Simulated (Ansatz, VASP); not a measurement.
**Be3OsC2: VASP beside Ansatz**

```xyz
6
Lattice="2.1678 -3.7854 0.0000 2.1678 3.7854 0.0000 0.0000 0.0000 2.9662" Properties=species:S:1:pos:R:3 pbc="T T T"
Be    2.1678    2.3010    0.0000
Be    2.1678   -2.3010    0.0000
Be    0.0000    0.0000    1.4831
Os    2.1678    0.0000    0.0000
C     1.0839    1.8927    1.4831
C     1.0839   -1.8927    1.4831
```

Change from the starting cell: species swapped into the CeAl2Cu3 type (Cmmm, No. 65).

Alike in both runs: functional PBE; k mesh 4 × 4 × 6; occupations gaussian, width 0.1 eV; no spin polarisation.

Ansatz relaxed the structure, and its values are those at the end. VASP's run is a single point on that final structure, the one shown.

```csv
,VASP,Ansatz
version,VASP 6.6.1,Ansatz 0.2.0
potentials or method,"VASP PAW PBE potentials, release 64 (Be, Os_sv_GW, C), cutoff 700 eV","scalar-relativistic, plane waves, PAW"
valence electrons in the cell,30,30
```

Ansatz gave:

```
gap on the k mesh at the Fermi level (eV) : none
pressure (GPa)                            : -0.2
```

Task: Which values does VASP return?

Result: gap on the k mesh at the Fermi level (eV): none; pressure (GPa): -0.1.

A gap of «none» marks a metal or a gap that the smearing closes. With one functional, cell and mesh, what is left measures potentials, basis and numerics.

The k mesh is coarse, so the values compare programs but aren't converged. Neither program's run includes spin-orbit coupling.
